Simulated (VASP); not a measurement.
Wanted: the native input for a VASP 6.6.1 run.

- Task: single point
- Functional: PBE
- Potentials or basis: VASP PAW PBE potentials, release 64 (Al, N)
- Cutoff: 520 eV
- k mesh: 8 × 6 × 4
- Occupations: gaussian, width 0.05 eV
- Spin: no spin polarisation
- Dipole correction: no
- Further INCAR settings: ALGO = Normal; EDIFF = 1e-06; NBANDS = 26

The structure of AlN lies in POSCAR:

```
AlN
1.0
   -1.6567491617      2.8695737234      0.0000000000
    0.0000000000      0.0000000000      4.1874629526
    4.9702474850      2.8695737234      0.0000000000
Al N
4 4
Direct
    0.3682731177      0.7500000000      0.1227577059
    0.0000000000      0.7500000000      0.6666666667
    0.0000000000      0.2500000000      0.3333333333
    0.5000000000      0.2500000000      0.8333333333
    0.5000000000      0.2500000000      0.1666666667
    0.0000000000      0.2500000000      0.6666666667
    0.0000000000      0.7500000000      0.3333333333
    0.5000000000      0.7500000000      0.8333333333
```

This cell differs from its parent crystal: atom 1 (Al) moved by +0.000 Å along [1 0 0] and -0.504 Å along [1 2 0].

The input as run:

INCAR

```
SYSTEM = AlN
ALGO = Normal
EDIFF = 1E-6
ENCUT = 520
GGA = PE
ISIF = 2
ISMEAR = 0
LASPH = .True.
LCHARG = .True.
LELF = .True.
LREAL = .False.
LVHAR = .True.
LWAVE = .False.
NBANDS = 26
NELM = 100
PREC = Accurate
SIGMA = 0.05
```

KPOINTS

```
k-points
0
Gamma
  8 6 4
  0 0 0
```

Potentials or basis: VASP PAW PBE potentials, release 64 (Al, N).

Command:

```console
$ cat potpaw_PBE.64/Al/POTCAR potpaw_PBE.64/N/POTCAR > POTCAR
$ mpirun -np 1 vasp_std > vasp.out
```

It gave:

```json
{
  "Pressure": "6.0 GPa",
  "Largest force": "5.298 eV/Å",
  "Band gap on the k mesh": "2.56 eV"
}
```

Caveat: the cell differs from its parent crystal (atom 1 (Al) moved by +0.000 Å along [1 0 0] and -0.504 Å along [1 2 0]); the cell stands under pressure; forces of over 1 eV/Å act on the atoms, so gaps and moduli don't describe the material at rest.

Wall time 88 s on 1 thread of Intel(R) Xeon(R) Platinum 8559C (Emerald Rapids), on a shared host, peak memory 0.25 GiB.
